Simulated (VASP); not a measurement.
Runs of VASP 6.6.1 on P. The structure is that of space group P6/mmm (No. 191), or close to it. The cells are those of the table. 

```tsv
task	cell	cutoff (eV)	k mesh for the DOS	occupations for the DOS	gap on the mesh (eV)	pressure (GPa)
single point	a = 2.627, b = 2.627, c = 2.467 Å, angles 90.0, 90.0, 120.0°, 1 atom	520	-	-	none	-0.2
single point	a = 2.481, b = 2.481, c = 2.323 Å, angles 90.0, 90.0, 120.0°, 1 atom	520	-	-	none	23.3
single point	a = 2.213, b = 2.213, c = 2.085 Å, angles 90.0, 90.0, 120.0°, 1 atom	520	-	-	none	124.6
single point	a = 2.312, b = 2.312, c = 2.164 Å, angles 90.0, 90.0, 120.0°, 1 atom	520	-	-	none	(a)
relaxation of shape and atoms at fixed volume	relaxed from a = 2.555, b = 2.555, c = 2.399 Å, angles 90.0, 90.0, 120.0°, 1 atom	600	-	-	none	9.4
single point	a = 2.555, b = 2.555, c = 2.398 Å, angles 90.0, 90.0, 120.0°, 1 atom	520	-	-	none	9.4
```

Alike in all rows: level PBE; potentials or basis VASP PAW PBE potentials, release 64 (P); no spin polarisation; k mesh 18 × 18 × 17; smearing fermi-dirac 0.05 eV.

**Question.** Estimate the missing entries.

**Answer.** (a) 72.1.

A gap of «none» marks levels without a gap at the run's occupations.
